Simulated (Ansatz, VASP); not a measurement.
## One calculation of ZnCu, two programs

```xyz
2
Lattice="2.8849 0.0000 0.0000 0.0000 2.8849 0.0000 0.0000 0.0000 2.8849" Properties=species:S:1:pos:R:3 pbc="T T T"
Zn    1.4424    1.4424    1.4424
Cu    0.0000    0.0000    0.0000
```

Change from the starting cell: volume scaled by 0.94.

Alike in both runs: task single point; functional PBE; k mesh 9 × 9 × 9; occupations fermi-dirac, width 0.05 eV; no spin polarisation.

```csv
,VASP,Ansatz
version,VASP 6.6.1,Ansatz 0.2.0
potentials or method,"VASP PAW PBE potentials, release 64 (Zn, Cu), cutoff 520 eV","all-electron LAPW, scalar-relativistic"
```

|  | VASP | Ansatz | Ansatz less VASP |
| --- | --- | --- | --- |
| gap on the k mesh at the Fermi level (eV) | none | none | - |
| pressure (GPa) | 12.3 | 11.6 | -0.68 |

A gap of «none» marks a metal or a gap that the smearing closes. Ansatz ran all-electron here, and VASP with PAW potentials.
